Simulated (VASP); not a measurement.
# Sn (R-3m) in VASP: further runs

Runs on Sn. Level: r2SCAN. Tasks: single point, relaxation of cell and atoms.

Program: VASP 6.6.1. These are calculated values, not measurements. Logs are shortened: lines on timing, memory, paths and dates and some standing lists are left out, and cuts for length are marked.

### 1 The cell of the first run

Symmetry: R-3m, No. 166, trigonal system. Conventional cell: a = 3.508 Å, b = 3.508 Å, c = 24.051 Å, α = 90.00°, β = 90.00°, γ = 120.00°. Sn (site symmetry -3m) has 12 Sn at 3.15 to 3.51 Å within 4.1 Å. Within 4.1 Å of Sn (site symmetry 3m) lie 12 Sn at 3.15 to 3.78 Å.

### 2 Single point, r2SCAN

POSCAR

```
Sn
1.0
    1.7541818198      1.0127773459      8.0169576884
   -1.7541818198      1.0127773459      8.0169576884
    0.0000000000     -2.0255546918      8.0169576884
Sn
3
Direct
    0.0000000000      0.0000000000      0.0000000000
    0.2331193235      0.2331193235      0.2331193235
    0.7668806765      0.7668806765      0.7668806765
```

INCAR.step1

```
SYSTEM = Sn
  PREC = Accurate
  ENCUT = 520
  ISMEAR = 0
  SIGMA = 0.1
  LREAL = .FALSE.
  LASPH = .TRUE.
  NELM = 80
  NBANDS = 28
  GGA = PE
  ALGO = Normal
  EDIFF = 1E-4
  LWAVE = .TRUE.
  LCHARG = .FALSE.
```

INCAR.step2

```
SYSTEM = Sn
  PREC = Accurate
  ENCUT = 520
  EDIFF = 1E-6
  ISMEAR = 0
  SIGMA = 0.1
  LREAL = .FALSE.
  LASPH = .TRUE.
  NELM = 80
  ALGO = Normal
  ISIF = 2
  LWAVE = .FALSE.
  LCHARG = .FALSE.
  METAGGA = R2SCAN
  LMIXTAU = .TRUE.
  NBANDS = 28
  ISTART = 1
```

KPOINTS

```
Automatic mesh
0
G
  6 6 6
  0 0 0
```

Potentials or basis: VASP PAW PBE potentials, release 64 (Sn_d).

On the command line:

```
> cat potpaw_PBE.64/Sn_d/POTCAR > POTCAR
> cp INCAR.step1 INCAR
> mpirun -np 1 vasp_std > vasp.out
> cp INCAR.step2 INCAR
> mpirun -np 1 vasp_std > vasp.out
```

OUTCAR:

```text
SYSTEM = Sn
   PREC = Accurate
   ENCUT = 520
   EDIFF = 1E-6
   ISMEAR = 0
   LREAL = .FALSE.
   LASPH = .TRUE.
   NELM = 80
   ISIF = 2
   METAGGA = R2SCAN
   ISTART = 1

 ion  position               nearest neighbor table
   1  0.000  0.000  0.000-   3 3.15   3 3.15   2 3.15   2 3.15   3 3.15   2 3.15
   2  0.233  0.233  0.233-   1 3.15   1 3.15   1 3.15
   3  0.767  0.767  0.767-   1 3.15   1 3.15   1 3.15

  LATTYP: Found a trigonal (rhomboedric) cell.
 ALAT       =     8.2688864055
 COS(alpha) =     0.9099911619

  Lattice vectors:

 A1 = (   1.7541818198,   1.0127773459,   8.0169576884)
 A2 = (  -1.7541818198,   1.0127773459,   8.0169576884)
 A3 = (   0.0000000000,  -2.0255546918,   8.0169576884)

Analysis of symmetry for initial positions (statically):
=====================================================================
 Subroutine PRICEL returns:
 Original cell was already a primitive cell.

 Routine SETGRP: Setting up the symmetry group for a
 trigonal (rhombohedral) supercell.

 Subroutine GETGRP returns: Found 12 space group operations
 (whereof 12 operations were pure point group operations)
 out of a pool of 12 trial point group operations.

The static configuration has the point symmetry D_3d.

Analysis of symmetry for dynamics (positions and initial velocities):
=====================================================================
 Subroutine PRICEL returns:
 Original cell was already a primitive cell.

 Routine SETGRP: Setting up the symmetry group for a
 trigonal (rhombohedral) supercell.

 Subroutine GETGRP returns: Found 12 space group operations
 (whereof 12 operations were pure point group operations)
 out of a pool of 12 trial point group operations.

The dynamic configuration has the point symmetry D_3d.

 Subroutine INISYM returns: Found 12 space group operations
 (whereof 12 operations are pure point group operations),
 and found     1 'primitive' translations

----------------------------------------------------------------------------------------

                                     Primitive cell

  volume of cell :      85.4574

  direct lattice vectors                    reciprocal lattice vectors
     1.754181820  1.012777346  8.016957688     0.285033167  0.164563976  0.041578532
    -1.754181820  1.012777346  8.016957688    -0.285033167  0.164563976  0.041578532
     0.000000000 -2.025554692  8.016957688     0.000000000 -0.329127952  0.041578532

  length of vectors
     8.268886405  8.268886405  8.268886406     0.331743851  0.331743851  0.331743851

  position of ions in fractional coordinates (direct lattice)
     0.000000000  0.000000000  0.000000000
     0.233119323  0.233119323  0.233119323
     0.766880677  0.766880677  0.766880677

  ion indices of the primitive-cell ions
   primitive index   ion index
                 1           1
                 2           2
                 3           3

----------------------------------------------------------------------------------------

 KPOINTS: Automatic mesh

Automatic generation of k-mesh.
 Grid dimensions read from file:
 generate k-points for:    6    6    6

 Generating k-lattice:

  Cartesian coordinates                     Fractional coordinates (reciprocal lattice)
     0.047505528  0.027427329  0.006929755     0.166666667  0.000000000 -0.000000000
    -0.047505528  0.027427329  0.006929755     0.000000000  0.166666667 -0.000000000
     0.000000000 -0.054854659  0.006929755    -0.000000000 -0.000000000  0.166666667

  Length of vectors
     0.055290642  0.055290642  0.055290642

  Shift w.r.t. Gamma in fractional coordinates (k-lattice)
     0.000000000  0.000000000  0.000000000

 Subroutine IBZKPT returns following result:
 ===========================================

 Found     32 irreducible k-points:

 Following reciprocal coordinates:
            Coordinates               Weight
  0.000000  0.000000  0.000000      1.000000
  0.166667 -0.000000  0.000000      6.000000
  0.333333 -0.000000 -0.000000      6.000000
  0.500000 -0.000000 -0.000000      3.000000
  0.166667  0.166667  0.000000      6.000000
  0.333333  0.166667 -0.000000     12.000000
[... 16 lines left out ...]
  0.500000  0.500000  0.166667      6.000000
 -0.333333  0.500000  0.166667     12.000000
 [... further k-points ...]
   k-points           NKPTS =     32   k-points in BZ     NKDIM =     32   number of bands    NBANDS=     28
   number of dos      NEDOS =    301   number of ions     NIONS =      3
   total plane-waves  NPLWV = 262144
   dimension x,y,z NGX =    64 NGY =   64 NGZ =   64
   dimension x,y,z NGXF=   128 NGYF=  128 NGZF=  128
   ions per type =               3
   NGX,Y,Z   is equivalent  to a cutoff of  12.87, 12.87, 12.87 a.u.
   NGXF,Y,Z  is equivalent  to a cutoff of  25.73, 25.73, 25.73 a.u.
 SYSTEM =  Sn
   PREC   = accura    normal or accurate (medium, high low for compatibility)
   ISTART =      1    job   : 0-new  1-cont  2-samecut
   ICHARG =      0    charge: 1-file 2-atom 10-const
   ISPIN  =      1    spin polarized calculation?
   LNONCOLLINEAR =      F non collinear calculations
   LSORBIT =      F    spin-orbit coupling
   LASPH  =      T    aspherical Exc in radial PAW
   ENCUT  =  520.0 eV  38.22 Ry    6.18 a.u.  15.37 15.37 15.37*2*pi/ulx,y,z
   NELM   =     80;   NELMIN=  2; NELMDL=  0     # of ELM steps
   EDIFF  = 0.1E-05   stopping-criterion for ELM
   LREAL  =      F    real-space projection
   EDIFFG = 0.1E-04   stopping-criterion for IOM
   NSW    =      0    number of steps for IOM
   IBRION =     -1    ionic relax: 0-MD 1-quasi-New 2-CG
   NFREE  =      0    steps in history (QN), initial steepest desc. (CG)
   ISIF   =      2    stress and relaxation
   ISYM   =      2    0-nonsym 1-usesym 2-fastsym
   POTIM  = 0.5000    time-step for ionic-motion
   TEBEG  =    0.0;   TEEND  =   0.0 temperature during run
   PSTRESS=    0.0 pullay stress
   NELECT =      42.0000    total number of electrons
   NUPDOWN=      -1.0000    fix difference up-down
   EMIN   =  10.00;   EMAX   =-10.00  energy-range for DOS
   EFERMI =   0.00;   METHOD = LEGACY
   ISMEAR =     0;   SIGMA  =   0.10  broadening in eV -4-tet -1-fermi 0-gaus
   EFERMI_NEDOS =   21; number of points for ismear=-14 and -15
   IALGO  =     38    algorithm
   IMIX   =      4    mixing-type and parameters
     AMIX     =   0.40;   BMIX     =  1.00
     AMIX_MAG =   1.60;   BMIX_MAG =  1.00
  volume/ion in A,a.u.               =      28.49       192.23
  Fermi-wavevector in a.u.,A,eV,Ry     =   1.291937  2.441408 22.709513  1.669102
  Thomas-Fermi vector in A             =   2.423676
   LORBIT       =      0    0 simple, 1 ext, 2 COOP (PROOUT), +10 PAW based schemes
   METAGGA = R2SCAN    functional components
   LHFCALC =     F    Hartree Fock is set to
   AEXX    =    0.0000 exact exchange contribution
   IVDW    =     0    specifies the selected vdW correction
   LEPSILON=     F    determine dielectric tensor
   LRPA    =     F    only Hartree local field effects (RPA)
 non-spin polarized calculation
 Gauss-broadening in eV      SIGMA  =   0.10
  energy-cutoff  :      520.00
  volume of cell :       85.46
 maximum number of plane-waves:      2358
 NGX is ok and might be reduce to    64

 number of electron      41.9999999 magnetization

 Free energy of the ion-electron system (eV)
  ---------------------------------------------------
  ext. energy  EPLUGINS =         0.00000000
  ---------------------------------------------------
  free energy    TOTEN  =       -73.42389599 eV

  energy without entropy =      -73.41851042  energy(sigma->0) =      -73.42120320

 E-fermi :   7.5468     XC(G=0): -10.9336

 val. band max:        7.5417505469   @ k =   0.3333  -0.0000  -0.0000
 cond. band min:       7.5696886623   @ k =  -0.1667   0.1667   0.0000
 fundamental gap:      0.0279381154
 Fermi energy:         7.5468370195

 k-point     1 :       0.0000    0.0000    0.0000
  band No.  band energies     occupation
      1     -14.7838      2.00000
      2     -14.7838      2.00000
      3     -14.7500      2.00000
      4     -14.7427      2.00000
      5     -14.7427      2.00000
      6     -14.7364      2.00000
[... 20 lines left out ...]
     27      15.9853      0.00000
     28      16.4016      0.00000

 k-point     2 :       0.1667   -0.0000    0.0000
  band No.  band energies     occupation
      1     -14.7941      2.00000
      2     -14.7770      2.00000
      3     -14.7634      2.00000
      4     -14.7422      2.00000
      5     -14.7273      2.00000
      6     -14.7174      2.00000
[... 20 lines left out ...]
     27      14.8581      0.00000
     28      15.2449      0.00000

 k-point     3 :       0.3333   -0.0000   -0.0000
  band No.  band energies     occupation
      1     -14.8193      2.00000
      2     -14.7792      2.00000
      3     -14.7787      2.00000
      4     -14.7495      2.00000
      5     -14.7388      2.00000
      6     -14.7028      2.00000
[... 20 lines left out ...]
     27      13.6946      0.00000
     28      14.0147      0.00000

 k-point     4 :       0.5000   -0.0000   -0.0000
  band No.  band energies     occupation
      1     -14.8326      2.00000
      2     -14.7850      2.00000
      3     -14.7742      2.00000
      4     -14.7716      2.00000
      5     -14.7316      2.00000
      6     -14.7287      2.00000
[... 578 lines left out ...]
     27      12.1213      0.00000
     28      15.1307      0.00000

 k-point    23 :       0.5000    0.5000    0.1667
  band No.  band energies     occupation
      1     -14.8174      2.00000
      2     -14.7801      2.00000
      3     -14.7701      2.00000
      4     -14.7549      2.00000
      5     -14.7400      2.00000
      6     -14.6893      2.00000
[... 20 lines left out ...]
     27      12.9725      0.00000
     28      13.2271      0.00000

 k-point    24 :      -0.3333    0.5000    0.1667
  band No.  band energies     occupation
      1     -14.8090      2.00000
      2     -14.7822      2.00000
      3     -14.7630      2.00000
      4     -14.7515      2.00000
      5     -14.7347      2.00000
      6     -14.7128      2.00000
[... 20 lines left out ...]
     27      13.8278      0.00000
     28      15.8444      0.00000

 [... further k-points ...]

------------------------ aborting loop because EDIFF is reached ----------------------------------------

  FORCE on cell =-STRESS in cart. coord.  units (eV):
  Direction    XX          YY          ZZ          XY          YZ          ZX
  --------------------------------------------------------------------------------------
  -------------------------------------------------------------------------------------
  Total        0.0534780      0.0534780      0.0136732      0.0000000     -0.0000000      0.0000000
  in kB        1.0026207      1.0026207      0.2563480      0.0000000     -0.0000000      0.0000000
  external PRESSURE =       0.7538631 kB  Pullay stress =       0.0000000 kB

 VOLUME and BASIS-vectors are now :
 -----------------------------------------------------------------------------
  energy-cutoff  :      520.00
  volume of cell :       85.46
      direct lattice vectors                 reciprocal lattice vectors
     1.754181820  1.012777346  8.016957688     0.285033167  0.164563976  0.041578532
    -1.754181820  1.012777346  8.016957688    -0.285033167  0.164563976  0.041578532
     0.000000000 -2.025554692  8.016957688     0.000000000 -0.329127952  0.041578532

 POSITION                                       TOTAL-FORCE (eV/Angst)
 -----------------------------------------------------------------------------------
      0.00000      0.00000      0.00000         0.000000      0.000000     -0.000000
      0.00000      0.00000      5.60672        -0.000000     -0.000000      0.024302
      0.00000      0.00000     18.44415        -0.000000      0.000000     -0.024302
 -----------------------------------------------------------------------------------
    total drift:                                0.000000     -0.000000      0.000000

  FREE ENERGIE OF THE ION-ELECTRON SYSTEM (eV)
  ---------------------------------------------------
  free  energy   TOTEN  =       -73.4238959870 eV

  energy  without entropy=      -73.4185104207  energy(sigma->0) =      -73.42120320
```

Wall time 32 min (1 thread of Intel Xeon Platinum 8259CL at 2.50GHz (Skylake/Cascade Lake), shared host); peak memory 0.62 GiB.

What came out:

```
Free energy            : -73.4239 eV
Pressure               : 0.1 GPa
Largest force          : 0.024 eV/Å
Band gap on the k mesh : zero (bands 21 and 22 overlap by 6.25 eV)
```

Forces on the atoms (eV/Å):
```
Sn   0.000  0.000  0.000
Sn   0.000  0.000  0.024
Sn   0.000  0.000 -0.024
```

Caveat: the PAW data sets were made with another functional, which shifts forces and pressure a little; spin-orbit coupling is left out, which moves the levels of the heavy elements.

### 3 Single point, r2SCAN

This run uses another cell than the first one, of 41.19 Å³/atom.

POSCAR

```
Sn
1.0
    1.9469842632      1.1240918884      9.4096527754
   -1.9469842632      1.1240918884      9.4096527754
    0.0000000000     -2.2481837769      9.4096527754
Sn
3
Direct
    0.0000000000      0.0000000000      0.0000000000
    0.2222200000      0.2222200000      0.2222200000
    0.7777800000      0.7777800000      0.7777800000
```

INCAR.step1

```
SYSTEM = Sn
PREC = Accurate
ENCUT = 520
ISMEAR = 0
SIGMA = 0.1
LREAL = .FALSE.
LASPH = .TRUE.
NELM = 60
NBANDS = 28
GGA = PE
ALGO = Normal
EDIFF = 1E-4
LWAVE = .TRUE.
LCHARG = .FALSE.
```

INCAR.step2

```
SYSTEM = Sn
PREC = Accurate
ENCUT = 520
EDIFF = 1E-7
ISMEAR = 0
SIGMA = 0.1
LREAL = .FALSE.
LASPH = .TRUE.
NELM = 60
ALGO = Normal
ISIF = 2
LWAVE = .FALSE.
LCHARG = .FALSE.
METAGGA = R2SCAN
LMIXTAU = .TRUE.
NBANDS = 28
ISTART = 1
```

KPOINTS

```
regular mesh
0
G
  6 6 6
  0 0 0
```

Potentials or basis: VASP PAW PBE potentials, release 64 (Sn_d).

On the command line:

```
> cat potpaw_PBE.64/Sn_d/POTCAR > POTCAR
> cp INCAR.step1 INCAR
> mpirun -np 1 vasp_std > vasp.out
> cp INCAR.step2 INCAR
> mpirun -np 1 vasp_std > vasp.out
```

Wall time 53 min (1 thread of Intel Xeon Platinum 8259CL at 2.50GHz (Skylake/Cascade Lake), shared host); peak memory 0.83 GiB.

The run converged. Its results:

```yaml
Free_energy: -71.8563 eV
Pressure: -7.9 GPa
Largest_force: 0.221 eV/Å
Band_gap_on_the_k_mesh: zero (bands 21 and 22 overlap by 5.16 eV)
```

Forces on the atoms (eV/Å):
```
Sn   0.000  0.000  0.000
Sn   0.000  0.000  0.221
Sn   0.000  0.000 -0.221
```

Stress tensor (GPa, compression positive):
```
-7.98  0.00  0.00
 0.00 -7.98  0.00
 0.00  0.00 -7.85
```

Levels at points of the mesh, in eV from the Fermi level:
| k point | band 17 | band 18 | band 19 | band 20 | band 21 | band 22 | band 23 | band 24 | band 25 | band 26 |
| --- | --- | --- | --- | --- | --- | --- | --- | --- | --- | --- |
| (0.00, 0.00, 0.00) | -7.74 | -7.72 | -1.18 | -1.18 | 3.82 | 3.82 | 3.88 | 3.88 | 4.76 | 4.76 |
| (0.50, 0.00, 0.00) | -6.19 | -6.05 | -2.88 | -2.24 | -1.98 | 0.72 | 1.32 | 1.78 | 1.82 | 2.69 |
| (0.50, 0.50, 0.00) | -6.58 | -5.87 | -2.93 | -2.28 | -1.62 | 0.16 | 1.27 | 1.38 | 2.89 | 2.91 |
| (0.50, 0.50, 0.50) | -8.88 | -6.68 | -3.09 | 2.36 | 2.38 | 3.59 | 3.59 | 4.40 | 4.40 | 4.47 |

Caveat: the cell stands under tension; the PAW data sets were made with another functional, which shifts forces and pressure a little; spin-orbit coupling is left out, which moves the levels of the heavy elements.

### 4 Relaxation of cell and atoms, r2SCAN

This run uses another cell than the first one: it holds 2 atoms, not 3.

POSCAR

```
Sn
1.0
    2.2595264257      1.3045381901      4.1900208549
   -2.2595264257      1.3045381901      4.1900208549
    0.0000000000     -2.6090763802      4.1900208549
Sn
2
Direct
    0.2275400000      0.2275400000      0.2275400000
    0.7724600000      0.7724600000      0.7724600000
```

INCAR.step1

```
PREC = Accurate
ENCUT = 600
ISMEAR = 0
SIGMA = 0.1
LREAL = F
LASPH = T
NELM = 60
GGA = PE
ALGO = Normal
EDIFF = 1E-4
LWAVE = T
LCHARG = F
```

INCAR.step2

```
PREC = Accurate
ENCUT = 600
EDIFF = 1E-6
ISMEAR = 0
SIGMA = 0.1
LREAL = F
LASPH = T
NELM = 60
ALGO = Normal
ISIF = 3
LWAVE = F
LCHARG = F
METAGGA = R2SCAN
LMIXTAU = T
IBRION = 2
NSW = 90
EDIFFG = -0.04
ISTART = 1
```

KPOINTS

```
Automatic mesh
0
Gamma
  6 6 6
```

On the command line:

```
> cat potpaw_PBE.64/Sn_d/POTCAR > POTCAR
> cp INCAR.step1 INCAR
> mpirun -np 1 vasp_std > vasp.out
> cp INCAR.step2 INCAR
> mpirun -np 1 vasp_std > vasp.out
```

Wall time 66 min (1 thread of Intel Xeon Platinum 8488C (Sapphire Rapids), shared host); peak memory 0.29 GiB.

The run converged. Its results:

| Quantity | Value |
| --- | --- |
| Free energy | -49.1908 eV |
| Relaxed volume | 28.68 Å³/atom |
| Relaxed cell | a = 4.303 Å, b = 4.303 Å, c = 4.303 Å, α = 60.81°, β = 60.81°, γ = 60.81° |
| Space group after relaxing (to 0.1 Å) | Pm-3m (No. 221) |
| Energy gained by relaxing | 264.4 meV/atom |
| Ionic steps | 24 |
| Pressure after relaxing | 0.0 GPa |
| Band gap on the k mesh | zero (bands 14 and 15 overlap by 3.65 eV) |

Stress tensor (GPa, compression positive):
```
 0.00  0.00  0.00
 0.00  0.00  0.00
 0.00  0.00 -0.09
```

Step by step:
| step | energy change (eV) | largest force (eV/Å) | pressure (GPa) | volume (Å³) |
| --- | --- | --- | --- | --- |
| 1 | 0.0000 | 0.0287 | -5.26 | 74.10 |
| 2 | -0.2367 | 0.8148 | 0.31 | 61.80 |
| 3 | -0.2369 | 0.7835 | 0.04 | 62.12 |
| 4 | -0.3021 | 0.7239 | 0.26 | 60.33 |
| 5 | -0.4254 | 0.7575 | 3.34 | 55.00 |
| 6 | 0.3330 | 1.0904 | 23.80 | 44.56 |
| 7 | -0.3686 | 0.8337 | 4.60 | 54.09 |
| 8 | -0.2771 | 0.2238 | 11.15 | 49.30 |
| 9 | -0.3679 | 0.8199 | 5.91 | 52.83 |
| 10 | -0.4032 | 0.7175 | 5.33 | 53.02 |
| 11 | -0.4699 | 0.2563 | 3.92 | 53.57 |
| 12 | -0.4353 | 0.5009 | 2.90 | 54.58 |
| 13 | -0.4799 | 0.1147 | 3.32 | 54.01 |
| 14 | -0.4812 | 0.0294 | 3.41 | 53.91 |
| 15 | -0.4984 | 0.0249 | 2.55 | 54.76 |
| 16 | -0.5175 | 0.1587 | 0.13 | 57.16 |
| 17 | -0.5189 | 0.1402 | 0.07 | 57.21 |
| 18 | -0.5223 | 0.0837 | -0.02 | 57.33 |
| 19 | -0.5263 | 0.0276 | -0.24 | 57.58 |
| 20 | -0.5266 | 0.0734 | -0.33 | 57.69 |
| 21 | -0.5278 | 0.0876 | 0.08 | 57.25 |
| 22 | -0.5278 | 0.0856 | 0.02 | 57.29 |
| 23 | -0.5285 | 0.0558 | 0.01 | 57.31 |
| 24 | -0.5289 | 0.0013 | -0.03 | 57.36 |

Final structure:
```xyz
2
Lattice="2.1778 1.2573 3.4914 -2.1778 1.2573 3.4914 0.0000 -2.5147 3.4914" Properties=species:S:1:pos:R:3 pbc="T T T"
Sn    0.0000    0.0000    2.6185
Sn    0.0000    0.0000    7.8555
```

Levels at points of the mesh, in eV from the Fermi level:
| k point | band 12 | band 13 | band 14 | band 15 | band 16 | band 17 |
| --- | --- | --- | --- | --- | --- | --- |
| (0.00, 0.00, 0.00) | -0.49 | -0.06 | -0.06 | 0.19 | 5.55 | 5.64 |
| (0.50, 0.00, 0.00) | -8.24 | 1.12 | 1.12 | 1.21 | 1.21 | 2.66 |
| (0.50, 0.50, 0.00) | -4.91 | -4.62 | -2.50 | -2.33 | 3.13 | 8.32 |
| (0.50, 0.50, 0.50) | -8.15 | 1.04 | 1.04 | 1.04 | 1.04 | 2.45 |

Caveat: the volume moved by over 15 % at a fixed basis, so the end points are rough; the PAW data sets were made with another functional, which shifts forces and pressure a little; spin-orbit coupling is left out, which moves the levels of the heavy elements.

### 5 Summary

```tsv
task	cell	cutoff (eV)	gap on the mesh (eV)	pressure (GPa)	largest force (eV/Å)
single point	a = 8.269 Å, angles 24.5°, 3 atoms, atomic positions A	520	none	0.1	0.02
single point	a = 9.674 Å, angles 23.2°, 3 atoms, atomic positions B	520	none	-7.9	0.22
relaxation of cell and atoms	relaxed from a = 4.936 Å, angles 54.5°, 2 atoms, atomic positions C	600	none	0.0	-
```

Alike in all rows: level r2SCAN; potentials or basis VASP PAW PBE potentials, release 64 (Sn_d); no spin polarisation; k mesh 6 × 6 × 6; smearing gaussian 0.1 eV.

Caveats: the PAW data sets were made with another functional, which shifts forces and pressure a little; spin-orbit coupling is left out, which moves the levels of the heavy elements; the cell stands under tension (at least some runs); the volume moved by over 15 % at a fixed basis, so the end points are rough (at least some runs).

Total energies depend on the potentials used, so only differences within one code and one set of settings carry meaning.
